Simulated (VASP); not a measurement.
# Rb (Fm-3m) in VASP: notebook, part 2 of 2

VASP 6.6.1.

## 4. Single point, PBE, non-collinear spin, zero start, spin-orbit coupling

INCAR

```
PREC     = Accurate       # precision mode
ENCUT    = 520            # plane-wave cutoff, eV
EDIFF    = 1E-7           # SCF threshold, eV
ISMEAR   = 0              # smearing method
SIGMA    = 0.05           # smearing width, eV
LREAL    = F              # projectors in reciprocal space
LASPH    = T              # aspherical terms in the spheres
NELM     = 150            # most SCF steps
ALGO     = Normal         # electronic algorithm
ISIF     = 2              # what is computed and relaxed
LWAVE    = F              # write WAVECAR
LCHARG   = F              # write CHGCAR
MAGMOM   = 0 0 0          # initial moments
LORBIT   = 11             # projections on sites
LSORBIT  = T              # spin-orbit coupling
GGA_COMPAT= F            
LORBMOM  = T            
GGA      = PE             # functional
NBANDS   = 20             # bands
```

KPOINTS

```
Automatic mesh
0
Gamma
  10 10 10
```

POSCAR

```
Rb
1.0
    0.0000000000      3.5836242734      3.5836242734
    3.5836242734      0.0000000000      3.5836242734
    3.5836242734      3.5836242734      0.0000000000
Rb
1
Direct
    0.0000000000      0.0000000000      0.0000000000
```

Potentials or basis: VASP PAW PBE potentials, release 64 (Rb_sv).

Run with:

```sh
> cat potpaw_PBE.64/Rb_sv/POTCAR > POTCAR
> mpirun -np 1 vasp_ncl > vasp.out
```

OUTCAR:

```text
PREC = Accurate
   ENCUT = 520
   EDIFF = 1E-7
   ISMEAR = 0
   LREAL = F
   LASPH = T
   NELM = 150
   ISIF = 2
   LORBIT = 11
   LSORBIT = T
   GGA = PE

 ion  position               nearest neighbor table
   1  0.000  0.000  0.000-

  LATTYP: Found a face centered cubic cell.
 ALAT       =     7.1672485468

  Lattice vectors:

 A1 = (   0.0000000000,   3.5836242734,   3.5836242734)
 A2 = (   3.5836242734,   0.0000000000,   3.5836242734)
 A3 = (   3.5836242734,   3.5836242734,   0.0000000000)

Analysis of symmetry for initial positions (statically):
=====================================================================
 Subroutine PRICEL returns:
 Original cell was already a primitive cell.

 Routine SETGRP: Setting up the symmetry group for a
 face centered cubic supercell.

 Subroutine GETGRP returns: Found 48 space group operations
 (whereof 48 operations were pure point group operations)
 out of a pool of 48 trial point group operations.

The static configuration has the point symmetry O_h .

Analysis of symmetry for dynamics (positions and initial velocities):
=====================================================================
 Subroutine PRICEL returns:
 Original cell was already a primitive cell.

[... 758 lines left out ...]
  ---------------------------------------------------
  free  energy   TOTEN  =        -0.9633216852 eV

  energy  without entropy=       -0.9615203660  energy(sigma->0) =       -0.96242103

 orbital moment (x)

 # of ion     p       d       tot
 ----------------------------------------
  1         0.000  -0.000  -0.000
 ----------------------------------------
            0.000  -0.000  -0.000

 orbital moment (y)

 # of ion     p       d       tot
 ----------------------------------------
  1         0.000   0.000   0.000
 ----------------------------------------
            0.000   0.000   0.000

 orbital moment (z)

 # of ion     p       d       tot
 ----------------------------------------
  1         0.000   0.000   0.000
 ----------------------------------------
            0.000   0.000   0.000

 Spin-Orbit-Coupling matrix elements

 Ion:    1  E_soc:     -0.0531001
 l=   1
     0.0000000    -0.0088500    -0.0088500
    -0.0088500     0.0000000    -0.0088500
    -0.0088500    -0.0088500     0.0000000
 l=   2
     0.0000000     0.0000000     0.0000000     0.0000000    -0.0000001
     0.0000000     0.0000000    -0.0000001     0.0000000    -0.0000000
     0.0000000    -0.0000001     0.0000000    -0.0000001     0.0000000
     0.0000000     0.0000000    -0.0000001     0.0000000    -0.0000000
    -0.0000001    -0.0000000     0.0000000    -0.0000000     0.0000000
 l=   3
     0.0000000     0.0000000     0.0000000     0.0000000     0.0000000     0.0000000     0.0000000
     0.0000000     0.0000000     0.0000000     0.0000000     0.0000000     0.0000000     0.0000000
     0.0000000     0.0000000     0.0000000     0.0000000     0.0000000     0.0000000     0.0000000
     0.0000000     0.0000000     0.0000000     0.0000000     0.0000000     0.0000000     0.0000000
     0.0000000     0.0000000     0.0000000     0.0000000     0.0000000     0.0000000     0.0000000
     0.0000000     0.0000000     0.0000000     0.0000000     0.0000000     0.0000000     0.0000000
     0.0000000     0.0000000     0.0000000     0.0000000     0.0000000     0.0000000     0.0000000

 total charge

# of ion       s       p       d       tot
------------------------------------------
    1        1.964   5.321   0.005   7.290

 magnetization (x)

# of ion       s       p       d       tot
------------------------------------------
    1       -0.000   0.000  -0.000  -0.000

 magnetization (y)

# of ion       s       p       d       tot
------------------------------------------
    1       -0.000   0.000  -0.000  -0.000

 magnetization (z)

# of ion       s       p       d       tot
------------------------------------------
    1       -0.000   0.000  -0.000  -0.000
```

Wall time 1.8 min (1 thread of Intel Xeon 6975P-C (Granite Rapids), shared host); peak memory 0.53 GiB.

What came out:

```yaml
Free_energy: -0.9633 eV
Pressure: 0.0 GPa
Net_moment: 0.00 μB per cell
Valence_electrons_inside_the_program's_atomic_spheres: Rb 7.29
```

Moments on the atoms (μB; x, y, z):
```
Rb  0.00 0.00 0.00
```

## 5. Single point, PBE

INCAR

```
ALGO = Normal
EDIFF = 1E-6
ENCUT = 520
GGA = PE
ISIF = 2
ISMEAR = 0
LASPH = True
LCHARG = True
LELF = True
LREAL = False
LVHAR = True
LWAVE = False
NBANDS = 10
NELM = 100
PREC = Accurate
SIGMA = 0.05
```

KPOINTS

```
k-points
0
Gamma
  6 6 6
```

POSCAR is that of step 4.

Run with:

```sh
> cat potpaw_PBE.64/Rb_sv/POTCAR > POTCAR
> mpirun -np 1 vasp_std > vasp.out
```

Wall time 7.6 s (1 thread of Intel Xeon 6975P-C (Granite Rapids), shared host); peak memory 0.23 GiB.

The run converged. Its results:

* Free energy: -0.9285 eV
* Pressure: 0.0 GPa

Levels at points of the mesh, in eV from the Fermi level:
| k point | band 2 | band 3 | band 4 | band 5 | band 6 | band 7 | band 8 | band 9 |
| --- | --- | --- | --- | --- | --- | --- | --- | --- |
| (0.00, 0.00, 0.00) | -12.85 | -12.85 | -12.85 | -1.86 | 3.69 | 3.69 | 3.69 | 5.01 |
| (0.50, 0.00, 0.00) | -12.94 | -12.86 | -12.86 | 0.24 | 0.75 | 3.48 | 3.48 | 5.63 |
| (0.50, 0.50, 0.00) | -12.93 | -12.88 | -12.88 | 0.74 | 1.49 | 1.93 | 4.55 | 4.55 |

## 6. Summary

```tsv
spin	cell	k mesh	gap on the mesh (eV)	pressure (GPa)
non-collinear, zero start, SOC	a = 5.068 Å, angles 60.0°, 1 atom	10 × 10 × 10	-	0.0
off	a = 4.980 Å, angles 60.0°, 1 atom	6 × 6 × 6	none	0.2
off	a = 5.068 Å, angles 60.0°, 1 atom	6 × 6 × 6	none	0.0
```

Alike in all rows: task single point; level PBE; potentials or basis VASP PAW PBE potentials, release 64 (Rb_sv); cutoff (eV) 520; smearing gaussian 0.05 eV.

Total energies depend on the potentials used, so only differences within one code and one set of settings carry meaning.
